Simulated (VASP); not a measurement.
A run of VASP 6.6.1 is set up as follows.

File INCAR:

```
ALGO = Normal
EDIFF = 1E-6
ENCUT = 520
GGA = PS
ISIF = 2
ISMEAR = 0
IVDW = 12
LASPH = True
LCHARG = False
LREAL = False
LWAVE = False
NBANDS = 12
NELM = 100
PREC = Accurate
SIGMA = 0.01
```

Contents of KPOINTS:

```
k-points
0
Gamma
  11 11 11
```

The input POSCAR:

```
LiF
1.0
    0.0000000000      1.9755673270      1.9755673270
    1.9755673270      0.0000000000      1.9755673270
    1.9755673270      1.9755673270      0.0000000000
F Li
1 1
Direct
    0.5000000000      0.5000000000      0.5000000000
    0.0000000000      0.0000000000      0.0000000000
```

Potentials or basis: VASP PAW PBE potentials, release 64 (F, Li_sv).

Command:

```bash
$ cat potpaw_PBE.64/F/POTCAR potpaw_PBE.64/Li_sv/POTCAR > POTCAR
$ mpirun -np 1 vasp_std > vasp.out
```

Task: Predict the band gap on the k mesh.

Result: 9.45 eV.

Task: Predict the dispersion energy per atom.

Result: -0.153 eV.

Caveat: an odd mesh through Γ misses points on the zone boundary, where band edges can lie. A hybrid or GW would open this gap; PBEsol tends to underestimate it.
